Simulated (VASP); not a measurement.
ZnSe3:

```xyz
8
Lattice="6.2337 0.0000 0.0000 -3.1168 5.3985 0.0000 0.0000 0.0000 6.0101" Properties=species:S:1:pos:R:3 pbc="T T T"
Zn    0.0000    3.5990    4.5076
Zn    3.1168    1.7995    1.5025
Se    3.1168    3.9431    1.5025
Se    1.2604    0.7277    1.5025
Se    4.9733    0.7277    1.5025
Se    0.0000    1.4554    4.5076
Se    1.8564    4.6708    4.5076
Se   -1.8564    4.6708    4.5076
```

The cell was generated, and may not be a known phase.

```yaml
Program: VASP 6.6.1
Task: relaxation of cell and atoms
Functional: PBE
Potentials_or_basis: VASP PAW PBE potentials, release 64 (Zn, Se)
Cutoff: 500 eV
k_mesh: 3 × 3 × 4
Occupations: gaussian, width 0.1 eV
Spin: no spin polarisation
```

At the start: pressure 17.5 GPa; volume 25.28 Å³/atom.

Task: Where does the relaxation end?

Result: Over 33 steps the energy falls by 709.4 meV/atom and the volume is 26.74 Å³/atom (+5.8 %); space group P6_3/mmc (No. 194, to 0.1 Å) before and after.

Step by step:
```
step  energy change (eV)  largest force (eV/Å)  pressure (GPa)  volume (Å³)
   1              0.0000                0.6219           17.46       202.26
   2             -2.0677                0.3729           -4.33       292.09
   3             -2.8524                0.2880            0.02       251.79
   4             -2.8523                0.2940           -0.17       252.84
   5             -2.8761                0.2153           -0.28       252.51
   6             -2.9251                0.0125           -0.45       251.50
   7             -2.9499                0.4915           -0.29       249.32
   8             -2.9521                0.2207           -0.45       250.32
   9             -2.9645                0.2298           -0.47       249.95
  10             -3.0046                0.2770           -0.50       248.83
  11             -3.1056                0.3923           -0.37       246.50
  12             -3.5275                0.7837            0.00       241.50
  13             -4.2365                1.6650            1.33       230.02
  14             -4.3713                1.9582            2.30       224.57
  15             -4.3814                1.9694            2.32       224.36
  16             -4.4086                2.0014            2.41       223.73
  17             -4.4486                2.0615            2.60       222.41
  18             -4.4726                2.1765            3.04       219.51
  19             -4.5231                2.1149            2.84       219.83
  20             -4.6643                1.9366            2.26       220.78
  21             -4.9026                1.6073            1.19       222.67
  22             -5.2220                1.0473           -0.60       226.42
  23             -5.3619                0.2468           -3.09       233.71
  24             -5.3796                0.4106           -2.59       231.92
  25             -5.4304                0.3870           -2.35       229.49
  26             -5.5504                0.3030           -1.50       222.31
  27             -5.6109                0.0550            0.79       208.37
  28             -5.6214                0.1416            0.03       212.38
  29             -5.6215                0.1340            0.10       212.00
  30             -5.6305                0.1342            0.12       211.99
  31             -5.6528                0.1251            0.20       211.91
  32             -5.6720                0.0866            0.36       211.67
  33             -5.6750                0.0067           -0.18       213.95
```

Final structure:
```
Zn Se
1.0
     7.65682    0.00000    0.00000
    -3.82841    6.63100    0.00000
     0.00000    0.00000    4.21398
Zn Se
2 6
Direct
  0.33333 0.66667 0.75000
  0.66667 0.33333 0.25000
  0.84838 0.69676 0.25000
  0.30324 0.15162 0.25000
  0.84838 0.15162 0.25000
  0.15162 0.30324 0.75000
  0.69676 0.84838 0.75000
  0.15162 0.84838 0.75000
```

Caveat: the k points lie up to 0.37 Å⁻¹ apart in the final cell; a cell axis changed by over 15 % at a fixed basis, so the end point is rough.
